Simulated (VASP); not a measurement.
A run of VASP 6.6.1 is set up as follows.

The input INCAR:

```
  PREC = Accurate
  ENCUT = 520
  EDIFF = 1E-6
  ISMEAR = 0
  SIGMA = 0.1
  LREAL = F
  LASPH = T
  NELM = 80
  ALGO = Normal
  ISIF = 2
  LWAVE = F
  LCHARG = F
  LDIPOL = T
  IDIPOL = 3
  DIPOL = 0.5 0.5 0.330
  GGA = CA
  IBRION = 2
  NSW = 36
  EDIFFG = -0.025
```

Contents of KPOINTS:

```
Automatic mesh
0
Gamma
  4 5 1
```

POSCAR

```
LiMg8
1.0
    6.2932257366      0.0000000000      0.0000000000
    0.0000000000      5.0388886594      0.0000000000
    0.0000000000      0.0000000000     19.0846137325
Mg Li
8 1
Selective dynamics
Direct
    0.0000000000      0.7500000000      0.2095929242  F F F
    0.5000000000      0.7500000000      0.2095929242  F F F
    0.2500000000      0.2500000000      0.2571887995  F F F
    0.7500000000      0.2500000000      0.2571887995  F F F
    0.2500000000      0.7500000000      0.3565915112  F F F
    0.7500000000      0.7500000000      0.3565915112  F F F
    0.0000000000      0.2500000000      0.3974203428  F F F
    0.5000000000      0.2500000000      0.3974203428  F F F
    0.1250000000      0.2500000000      0.5284582155  F F T
```

Potentials or basis: VASP PAW LDA potentials, release 64 (Mg, Li_sv).

Run with:

```console
$ cat potpaw_LDA.64/Mg/POTCAR potpaw_LDA.64/Li_sv/POTCAR > POTCAR
$ mpirun -np 1 vasp_std > vasp.out
```

**Question.** Predict the energy gained by relaxing.

**Answer.** 0.0 meV/atom.

**Question.** Predict the band gap on the k mesh.

**Answer.** Zero (an odd number of electrons rules out a gap without spin polarisation).

Step by step:
```csv
step,energy change (eV),largest force on free atoms (eV/Å),pressure (GPa)
1,0.0000,0.0306,-0.57
2,0.0000,0.0276,-0.57
3,-0.0001,0.0193,-0.57
```

Caveat: the cutoff is under 1.25 times the usual one of these potentials, so pressure, stress and relaxed cells hold a basis-set (Pulay) error.
